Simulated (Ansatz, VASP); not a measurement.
# One calculation of AlRu, two programs

INCAR

```
SYSTEM = AlRu
PREC = Accurate
ENCUT = 520
EDIFF = 1E-6
ISMEAR = 0
SIGMA = 0.15
LREAL = .FALSE.
LASPH = .TRUE.
NELM = 60
ALGO = Fast
ISIF = 2
LWAVE = .FALSE.
LCHARG = .FALSE.
GGA = PE
NBANDS = 25
```

KPOINTS

```
regular mesh
0
G
  18 18 18
  0 0 0
```

Contents of POSCAR:

```
AlRu
1.0
   -3.0040847246      0.0000000000     -3.0040847246
    0.0000000000     -3.0040847246     -3.0040847246
   -3.0040847246     -3.0040847246      0.0000000000
Al Ru
2 2
Direct
    0.4916779977      0.5083220023      0.5083220023
    0.0083220023     -0.0083220023     -0.0083220023
    0.2500000000      0.2500000000      0.2500000000
    0.7500000000      0.7500000000      0.7500000000
```

Input for Ansatz:

```yaml
crystal:
  lattice:
    - [-3.0040847246, 0.0, -3.0040847246]
    - [0.0, -3.0040847246, -3.0040847246]
    - [-3.0040847246, -3.0040847246, 0.0]
  atoms:
    - { symbol: Al, position: [0.4916779977, 0.5083220023, 0.5083220023] }
    - { symbol: Al, position: [0.0083220023, -0.0083220023, -0.0083220023] }
    - { symbol: Ru, position: [0.25, 0.25, 0.25] }
    - { symbol: Ru, position: [0.75, 0.75, 0.75] }
basis:
  ecutwfc: 420
kpoints:
  mp_grid: { grid: [18, 18, 18] }
hamiltonian:
  xc: pbe
scf:
  occupations: { method: gaussian, width: 0.15 }
output:
  forces: true
  stress: true
  eigenvalues: true
```

Change from the starting cell: mode 10 (331.0 1/cm) frozen in, largest displacement +0.050 Å.

Alike in both runs: task single point; functional PBE; k mesh 18 × 18 × 18; occupations gaussian, width 0.15 eV; no spin polarisation.

|  | VASP | Ansatz |
| --- | --- | --- |
| version | VASP 6.6.1 | Ansatz 0.2.0 |
| potentials or method | VASP PAW PBE potentials, release 64 (Al, Ru_pv), cutoff 520 eV | scalar-relativistic, plane waves, PAW |
| valence electrons in the cell | 34 | 38 |

Ansatz gave:

```
gap on the k mesh at the Fermi level (eV) : none
pressure (GPa)                            : 0.2
rms of the force components (eV/Å)        : 0.223
```

Problem. What did VASP give for the same quantities?

Solution. gap on the k mesh at the Fermi level (eV): none; pressure (GPa): 0.2; rms of the force components (eV/Å): 0.224.

Atom by atom the forces differ by 0.000 eV/Å (rms over components). A gap of «none» marks a metal or a gap that the smearing closes. The functional is the same, so the differences come from potentials, cutoffs and numerics. VASP's potentials hold 34 valence electrons a cell and Ansatz's 38, so a difference there can come from the potentials and not from the codes.
